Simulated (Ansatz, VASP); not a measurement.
One calculation of Mo3H, two programs

```
H Mo
1.0
     2.29235   -1.57795   -0.01221
     2.27534    4.70972   -0.01627
    -1.50697   -0.00045    6.92419
H Mo
2 6
Direct
  0.49999 0.49992 0.50003
  0.99971 0.99997 0.50010
  0.59872 0.19973 0.68304
  0.09878 0.69974 0.68302
  0.90105 0.30019 0.31690
  0.40126 0.80021 0.31691
  0.50022 0.50011 0.99999
  0.00028 0.00012 0.99999
```

Change from the starting cell: cell x2, atoms moved at random (sigma 0.15 Å) and cell strained at random (1.5 %), then relaxed without symmetry.

Alike in both runs: functional PBE; k mesh 8 × 4 × 4; occupations gaussian, width 0.2 eV; no spin polarisation.

Ansatz relaxed the structure, and its values are those at the end. VASP's run is a single point on that final structure, the one shown.

|  | VASP | Ansatz |
| --- | --- | --- |
| version | VASP 6.6.1 | Ansatz 0.2.0 |
| potentials or method | VASP PAW PBE potentials, release 64 (H, Mo_sv), cutoff 520 eV | scalar-relativistic, plane waves, PAW |
| valence electrons in the cell | 86 | 86 |

```csv
,VASP,Ansatz,Ansatz less VASP
gap on the k mesh at the Fermi level (eV),none,none,-
pressure (GPa),0.4,0.0,-0.43
rms of the force components (eV/Å),0.009,0.009,-0.0002
```

A gap of «none» marks a metal or a gap that the smearing closes.
